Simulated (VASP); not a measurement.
# PbO (CsCl type) (Pm-3m) in VASP: a series of runs, part 3 of 3

VASP 6.6.1. Earlier steps stand in the parts before.

### Step 5. Relaxation of cell and atoms, PBE, target pressure 12 GPa, at which the enthalpy is minimised

This run uses another cell than the first one, of 14.17 Å³/atom, 0.944 times its volume.

Input file INCAR:

```
ALGO = Normal ; EDIFF = 1E-6
EDIFFG = -0.005 ; ENCUT = 600
GGA = PE ; IBRION = 2
ISIF = 3 ; ISMEAR = -1
LASPH = T ; LCHARG = F
LREAL = F ; LWAVE = F
NELM = 100 ; NSW = 60
PREC = Accurate ; PSTRESS = 120.0
SIGMA = 0.05
```

Input file KPOINTS:

```
k-points
0
Gamma
  12 12 12
```

Input file POSCAR:

```
PbO
1.0
    3.0488765092      0.0000000000      0.0000000000
    0.0000000000      3.0488765092      0.0000000000
    0.0000000000      0.0000000000      3.0488765092
Pb O
1 1
Direct
    0.0000000000      0.0000000000      0.0000000000
    0.5000000000      0.5000000000      0.5000000000
```

Potentials or basis: VASP PAW PBE potentials, release 64 (Pb_d, O).

Launch:

```console
$ cat potpaw_PBE.64/Pb_d/POTCAR potpaw_PBE.64/O/POTCAR > POTCAR
$ mpirun -np 1 vasp_std > vasp.out
```

OUTCAR:

```text
EDIFF = 1E-6
   EDIFFG = -0.005
   ENCUT = 600
   GGA = PE
   IBRION = 2
   ISIF = 3
   ISMEAR = -1
   LASPH = T
   LREAL = F
   NELM = 100
   NSW = 60
   PREC = Accurate
   PSTRESS = 120.0

 ion  position               nearest neighbor table
   1  0.000  0.000  0.000-   2 2.64   2 2.64   2 2.64   2 2.64   2 2.64   2 2.64   2 2.64   2 2.64

   2  0.500  0.500  0.500-   1 2.64   1 2.64   1 2.64   1 2.64   1 2.64   1 2.64   1 2.64   1 2.64

  LATTYP: Found a simple cubic cell.
 ALAT       =     3.0488765092

  Lattice vectors:

 A1 = (   3.0488765092,   0.0000000000,   0.0000000000)
 A2 = (   0.0000000000,   3.0488765092,   0.0000000000)
 A3 = (   0.0000000000,   0.0000000000,   3.0488765092)

Analysis of symmetry for initial positions (statically):
=====================================================================
[... 299 lines left out ...]
 cond. band min:       8.5271918112   @ k =   0.5000   0.0833   0.0000
 fundamental gap:      0.0629576184
 Fermi energy:         8.4970122879

 k-point     1 :       0.0000    0.0000    0.0000
  band No.  band energies     occupation
      1      -9.6106      2.00000
      2      -8.8120      2.00000
      3      -8.8120      2.00000
      4      -7.9668      2.00000
      5      -7.9668      2.00000
      6      -7.9668      2.00000
      7      -0.1630      2.00000
      8       6.1168      2.00000
      9       6.1168      2.00000
     10       6.1168      2.00000
     11      17.4371      0.00000
     12      17.4371      0.00000
     13      17.4371      0.00000
     14      18.1939      0.00000
[... 377 lines left out ...]
      1      -9.3496      2.00000
      2      -8.5589      2.00000
      3      -8.1559      2.00000
      4      -8.1082      2.00000
      5      -7.9676      2.00000
      6      -7.3195      2.00000
      7       0.3243      2.00000
      8       3.6969      2.00000
      9       6.0241      2.00000
     10       6.9896      2.00000
     11      11.4272      0.00000
     12      12.8816      0.00000
     13      18.4950      0.00000
     14      19.4199      0.00000

 [... further k-points ...]
[... 5 lines left out ...]
  --------------------------------------------------------------------------------------
  -------------------------------------------------------------------------------------
  Total        2.2525073      2.2525073      2.2525073      0.0000000      0.0000000      0.0000000
  in kB      120.3345670    120.3345670    120.3345670      0.0000000      0.0000000      0.0000000
  external PRESSURE =       0.3345670 kB  Pullay stress =     120.0000000 kB
[... 21 lines left out ...]
  energy  without entropy=       -9.6373855641  energy(sigma->0) =       -9.63788723

  enthalpy is  TOTEN    =        -7.3921442407 eV   P V=        2.2462446556

 reached required accuracy - stopping structural energy minimisation
```

OSZICAR:

```text
N       E                     dE             d eps       ncg     rms          rms(c)
DAV:   1     0.185506573318E+03    0.18551E+03   -0.11828E+04  2396   0.200E+03
[... 35 lines left out ...]
   3 F= -.73921428E+01 E0= -.73916427E+01  d E =-.465795E-01
       N       E                     dE             d eps       ncg     rms          rms(c)
DAV:   1    -0.963865261512E+01    0.23047E-02   -0.77928E-03  2820   0.187E+00    0.101E-01
DAV:   2    -0.963842789017E+01    0.22472E-03   -0.77778E-04  2574   0.428E-01    0.317E-02
DAV:   3    -0.963839272363E+01    0.35167E-04   -0.13248E-04  3348   0.269E-01    0.155E-02
DAV:   4    -0.963838815185E+01    0.45718E-05   -0.29048E-05  2846   0.968E-02    0.288E-03
DAV:   5    -0.963838889629E+01   -0.74443E-06   -0.12377E-06  1646   0.128E-02
   4 F= -.73921442E+01 E0= -.73916426E+01  d E =-.465810E-01
```

CONTCAR:

```text
PbO
   1.00000000000000
     3.1069108927717677    0.0000000000000000   -0.0000000000000000
     0.0000000000000000    3.1069108927717677    0.0000000000000000
    -0.0000000000000000    0.0000000000000000    3.1069108927717677
  Pb              O
     1     1
Direct
     0.0000000000000000    0.0000000000000000    0.0000000000000000
     0.5000000000000000    0.5000000000000000    0.5000000000000000

  0.00000000E+00  0.00000000E+00  0.00000000E+00
  0.00000000E+00  0.00000000E+00  0.00000000E+00
```

Run time: 26 s. Hardware: 1 thread of Intel Xeon 6975P-C (Granite Rapids), shared host; peak memory 0.17 GiB.

Results:

* Free energy: -9.6384 eV
* Relaxed volume: 15.00 Å³/atom
* Relaxed cell: a = 3.107 Å, b = 3.107 Å, c = 3.107 Å, α = 90.00°, β = 90.00°, γ = 90.00°
* Space group after relaxing (to 0.05 Å): Pm-3m (No. 221)
* Energy change on relaxing (the enthalpy is what falls): -85.1 meV/atom
* Ionic steps: 4
* Pressure after relaxing: 12.0 GPa
* Band gap on the k mesh: 0.06 eV, direct

The path:
| step | energy change (eV) | largest force (eV/Å) | pressure (GPa) | volume (Å³) |
| --- | --- | --- | --- | --- |
| 1 | 0.0000 | 0.0000 | 21.42 | 28.34 |
| 2 | -0.2640 | 0.0000 | 4.14 | 31.90 |
| 3 | -0.1727 | 0.0000 | 11.91 | 30.02 |
| 4 | -0.1701 | 0.0000 | 12.03 | 29.99 |

Final structure:
```cif
data_structure
_symmetry_space_group_name_H-M 'P 1'
_symmetry_Int_Tables_number 1
_cell_length_a 3.1069
_cell_length_b 3.1069
_cell_length_c 3.1069
_cell_angle_alpha 90.000
_cell_angle_beta 90.000
_cell_angle_gamma 90.000
_cell_volume 29.99
loop_
_atom_site_label
_atom_site_type_symbol
_atom_site_fract_x
_atom_site_fract_y
_atom_site_fract_z
_atom_site_occupancy
Pb1 Pb 0.00000 0.00000 0.00000 1
O1 O 0.50000 0.50000 0.50000 1
```

Levels at points of the mesh, in eV from the valence-band top:
| k point | band 8 | band 9 | band 10 | band 11 | band 12 | band 13 |
| --- | --- | --- | --- | --- | --- | --- |
| (0.00, 0.00, 0.00) | -2.35 | -2.35 | -2.35 | 8.97 | 8.97 | 8.97 |
| (0.50, 0.00, 0.00) | -1.44 | -1.44 | -0.70 | 0.19 | 7.99 | 7.99 |
| (0.50, 0.50, 0.00) | -5.35 | -5.35 | -1.47 | 3.93 | 3.93 | 9.95 |
| (0.50, 0.50, 0.50) | -2.78 | -2.78 | -2.78 | 0.38 | 0.38 | 0.38 |

Caveat: the cell is relaxed towards a set pressure, so the enthalpy falls and the energy may rise; spin-orbit coupling is left out, which moves the levels of the heavy elements. A k mesh can miss the band edges.

### Step 6. Relaxation of cell and atoms, PBE, target pressure 12 GPa, at which the enthalpy is minimised

Input file INCAR:

```
PREC     = Accurate       # precision mode
ENCUT    = 600            # plane-wave cutoff, eV
EDIFF    = 1E-6           # SCF threshold, eV
ISMEAR   = -1             # smearing method
SIGMA    = 0.05           # smearing width, eV
LREAL    = F              # projectors in reciprocal space
LASPH    = T              # aspherical terms in the spheres
NELM     = 60             # most SCF steps
ALGO     = Normal         # electronic algorithm
ISIF     = 3              # what is computed and relaxed
LWAVE    = F              # write WAVECAR
LCHARG   = F              # write CHGCAR
GGA      = PE             # functional
IBRION   = 2              # ionic algorithm
NSW      = 32             # ionic steps
EDIFFG   = -0.005         # ionic threshold
PSTRESS  = 120.0
```

Input file KPOINTS:

```
Automatic mesh
0
Gamma
  12 12 12
```

Input file POSCAR:

```
PbO
1.0
    3.1075890309      0.0000000000      0.0000000000
    0.0000000000      3.1075890309      0.0000000000
    0.0000000000      0.0000000000      3.1075890309
Pb O
1 1
Direct
    0.0000000000      0.0000000000      0.0000000000
    0.5000000000      0.5000000000      0.5000000000
```

Potentials or basis: VASP PAW PBE potentials, release 64 (Pb_d, O).

Launch:

```console
$ cat potpaw_PBE.64/Pb_d/POTCAR potpaw_PBE.64/O/POTCAR > POTCAR
$ mpirun -np 1 vasp_std > vasp.out
```

Wall time 36 s (1 thread of Intel Xeon 6975P-C (Granite Rapids), shared host); peak memory 0.19 GiB.

It converged, with:

```
Free energy                                            : -9.6414 eV
Relaxed volume                                         : 15.00 Å³/atom
Relaxed cell                                           : a = 3.107 Å, b = 3.107 Å, c = 3.107 Å, α = 90.00°, β = 90.00°, γ = 90.00°
Space group after relaxing (to 0.05 Å)                 : Pm-3m (No. 221)
Energy change on relaxing (the enthalpy is what falls) : +0.3 meV/atom
Ionic steps                                            : 4
Pressure after relaxing                                : 12.0 GPa
Band gap on the k mesh                                 : 0.06 eV, direct
```

Step by step:
| step | energy change (eV) | largest force (eV/Å) | pressure (GPa) | volume (Å³) |
| --- | --- | --- | --- | --- |
| 1 | 0.0000 | 0.0000 | 11.92 | 30.01 |
| 2 | 0.0024 | 0.0000 | 12.07 | 29.98 |
| 3 | 0.0012 | 0.0000 | 12.06 | 29.99 |
| 4 | 0.0007 | 0.0000 | 12.02 | 30.00 |

Final structure:
```
Pb O
1.0
     3.10727    0.00000    0.00000
     0.00000    3.10727    0.00000
     0.00000    0.00000    3.10727
Pb O
1 1
Direct
  0.00000 0.00000 0.00000
  0.50000 0.50000 0.50000
```

Levels at points of the mesh, in eV from the valence-band top:
| k point | band 8 | band 9 | band 10 | band 11 | band 12 | band 13 |
| --- | --- | --- | --- | --- | --- | --- |
| (0.00, 0.00, 0.00) | -2.35 | -2.35 | -2.35 | 8.97 | 8.97 | 8.97 |
| (0.50, 0.00, 0.00) | -1.43 | -1.43 | -0.70 | 0.19 | 7.99 | 7.99 |
| (0.50, 0.50, 0.00) | -5.35 | -5.35 | -1.47 | 3.93 | 3.93 | 9.95 |
| (0.50, 0.50, 0.50) | -2.78 | -2.78 | -2.78 | 0.38 | 0.38 | 0.38 |

Caveat: the cell is relaxed towards a set pressure, so the enthalpy falls and the energy may rise; spin-orbit coupling is left out, which moves the levels of the heavy elements.

### Step 7. Relaxation of cell and atoms, PBE

This run uses another cell than the first one, of 17.50 Å³/atom, 1.167 times its volume.

Input file INCAR:

```
PREC = Accurate
ENCUT = 600
EDIFF = 1E-6
ISMEAR = -1
SIGMA = 0.05
LREAL = F
LASPH = T
NELM = 80
ALGO = Normal
ISIF = 3
LWAVE = F
LCHARG = F
GGA = PE
IBRION = 2
NSW = 60
EDIFFG = -0.005
```

KPOINTS is that of step 6.

Input file POSCAR:

```
PbO
1.0
    3.2713116536      0.0000000000      0.0000000000
    0.0000000000      3.2713116536      0.0000000000
    0.0000000000      0.0000000000      3.2713116536
Pb O
1 1
Direct
    0.0000000000      0.0000000000      0.0000000000
    0.5000000000      0.5000000000      0.5000000000
```

Launch:

```console
$ cat potpaw_PBE.64/Pb_d/POTCAR potpaw_PBE.64/O/POTCAR > POTCAR
$ mpirun -np 1 vasp_std > vasp.out
```

It took 41 s on 1 thread of Intel Xeon 6975P-C (Granite Rapids), shared host; peak memory 0.2 GiB.

Results (log left out):

| Quantity | Value |
| --- | --- |
| Free energy | -9.7566 eV |
| Relaxed volume | 16.60 Å³/atom |
| Relaxed cell | a = 3.214 Å, b = 3.214 Å, c = 3.214 Å, α = 90.00°, β = 90.00°, γ = 90.00° |
| Space group after relaxing (to 0.05 Å) | Pm-3m (No. 221) |
| Energy gained by relaxing | 13.0 meV/atom |
| Ionic steps | 3 |
| Pressure after relaxing | 0.0 GPa |
| Band gap on the k mesh | 0.17 eV, indirect (least direct gap 0.20 eV) |

Step by step:
```tsv
step	energy change (eV)	largest force (eV/Å)	pressure (GPa)	volume (Å³)
1	0.0000	0.0000	-4.44	35.01
2	-0.0229	0.0000	1.73	32.61
3	-0.0260	0.0000	-0.02	33.20
```

Final structure:
```
CELL_PARAMETERS angstrom
3.21401 0.00000 0.00000
0.00000 3.21401 0.00000
0.00000 0.00000 3.21401
ATOMIC_POSITIONS crystal
Pb 0.00000 0.00000 0.00000
O 0.50000 0.50000 0.50000
```

Levels at points of the mesh, in eV from the valence-band top:
```csv
k point,band 7,band 8,band 9,band 10,band 11,band 12,band 13,band 14
"(0.00, 0.00, 0.00)",-8.48,-1.80,-1.80,-1.80,8.28,8.28,8.28,9.54
"(0.50, 0.00, 0.00)",-9.10,-1.03,-1.03,-0.54,0.17,7.56,7.56,10.92
"(0.50, 0.50, 0.00)",-6.09,-4.50,-4.50,-1.02,3.77,3.77,9.57,10.32
"(0.50, 0.50, 0.50)",-3.65,-2.25,-2.25,-2.25,0.65,0.65,0.65,12.96
```

Caveat: spin-orbit coupling is left out, which moves the levels of the heavy elements. A k mesh can miss the band edges.

### Step 8. The runs side by side

```tsv
task	cell	cutoff (eV)	gap on the mesh (eV)	pressure (GPa)
single point	a = 3.108 Å, 2 atoms	520	0.06	11.9
single point	a = 3.215 Å, 2 atoms	520	0.17	-0.1
relaxation of cell and atoms	relaxed to 12 GPa from a = 3.049 Å, 2 atoms	600	0.06	12.0
relaxation of cell and atoms	relaxed to 12 GPa from a = 3.108 Å, 2 atoms	600	0.06	12.0
relaxation of cell and atoms	relaxed from a = 3.271 Å, 2 atoms	600	0.17	0.0
```

Alike in all rows: level PBE; potentials or basis VASP PAW PBE potentials, release 64 (Pb_d, O); no spin polarisation; k mesh 12 × 12 × 12; smearing fermi-dirac 0.05 eV.

Caveats: spin-orbit coupling is left out, which moves the levels of the heavy elements; the cell is relaxed towards a set pressure, so the enthalpy falls and the energy may rise (some runs).

Total energies depend on the potentials used, so only differences within one code and one set of settings carry meaning.
